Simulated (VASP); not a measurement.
Crystal: BaAlH6.

```xyz
8
Lattice="0.1070 3.9244 3.9516 3.9094 0.1436 3.9151 3.9247 3.9032 0.1282" Properties=species:S:1:pos:R:3 pbc="T T T"
Ba    4.0736    3.9792    4.0388
Al    1.9321    2.0168    2.0202
H     3.7251    2.0304    2.0954
H     0.2530    1.9286    1.9741
H     1.9765    1.9866    3.6890
H     1.9365    1.9368    0.2632
H     1.9069    0.3313    1.8246
H     2.0638    3.7252    2.0831
```

```yaml
Program: VASP 6.6.1
Task: relaxation of cell and atoms
Functional: PBE
Potentials_or_basis: VASP PAW PBE potentials, release 64 (Ba_sv, Al, H)
Cutoff: 600 eV
k_mesh: 4 × 4 × 4
Occupations: gaussian, width 0.1 eV
Spin: no spin polarisation
```

At the start: pressure 1.6 GPa; volume 14.35 Å³/atom.

Question: Where does the relaxation end?

Answer: Over 21 steps the energy falls by 26.2 meV/atom and the volume is 14.81 Å³/atom (+3.2 %); space group P1 (No. 1, to 0.1 Å) before, F-43m (No. 216, to 0.1 Å).

The path:
```csv
step,energy change (eV),largest force (eV/Å),pressure (GPa),volume (Å³)
1,0.0000,1.0101,1.65,114.77
2,-0.1420,0.4060,0.31,117.21
3,-0.1699,0.3465,-0.44,118.99
4,-0.1899,0.2239,-0.20,118.54
5,-0.1979,0.1057,0.12,117.99
6,-0.1979,0.1051,0.11,118.01
7,-0.2012,0.0884,0.05,118.20
8,-0.2048,0.1639,-0.09,118.68
9,-0.2070,0.0596,-0.06,118.66
10,-0.2075,0.0395,-0.04,118.64
11,-0.2079,0.0328,-0.01,118.54
12,-0.2082,0.0253,0.06,118.32
13,-0.2085,0.0207,0.00,118.41
14,-0.2086,0.0259,-0.05,118.49
15,-0.2089,0.0196,-0.02,118.39
16,-0.2090,0.0224,0.01,118.29
17,-0.2091,0.0205,0.02,118.27
18,-0.2092,0.0254,0.04,118.25
19,-0.2093,0.0177,0.02,118.31
20,-0.2094,0.0161,-0.03,118.47
21,-0.2095,0.0105,-0.01,118.45
```

Final structure:
```
Ba Al H
1.0
     0.00105    3.89023    3.89240
     3.88983   -0.01934    3.91099
     3.87963    3.89899   -0.00756
Ba Al H
1 1 6
Direct
  0.49912 0.50206 0.50021
  0.25062 0.24929 0.25005
  0.02587 0.47363 0.47305
  0.47394 0.02626 0.02588
  0.47301 0.47137 0.02889
  0.02608 0.02943 0.47217
  0.02788 0.46932 0.02798
  0.47348 0.02864 0.47176
```
